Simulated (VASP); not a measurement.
A run of VASP 6.6.1:

The input INCAR:

```
ALGO = Normal
EDIFF = 1E-7
ENCUT = 520
GGA = PE
ISIF = 2
ISMEAR = 0
LASPH = T
LCHARG = F
LREAL = F
LWAVE = F
NBANDS = 24
NELM = 60
PREC = Accurate
SIGMA = 0.1
```

Contents of KPOINTS:

```
k-points
0
Gamma
  4 4 4
```

POSCAR

```
BiTe3
1.0
    4.8046364900      0.0000000000      0.0000000000
    0.0000000000      4.8046364900      0.0000000000
    0.0000000000      0.0000000000      4.8303482900
Bi Te
1 3
Direct
    0.0000000000      0.0000000000      0.0000000000
    0.0000000000      0.5000000000      0.5000000000
    0.5000000000      0.0000000000      0.5000000000
    0.5000000000      0.5000000000      0.0000000000
```

Potentials or basis: VASP PAW PBE potentials, release 64 (Bi_d, Te).

The run is started by

```bash
$ cat potpaw_PBE.64/Bi_d/POTCAR potpaw_PBE.64/Te/POTCAR > POTCAR
$ mpirun -np 1 vasp_std > vasp.out
```

Hardware: 1 thread of Intel(R) Xeon(R) Platinum 8488C (Sapphire Rapids), on a shared host.

Task: How long does it take, and how much memory?

Result: Wall time 32 s on 1 thread of Intel(R) Xeon(R) Platinum 8488C (Sapphire Rapids), on a shared host, peak memory 0.22 GiB. Counts: scf iterations 15, k points 18.
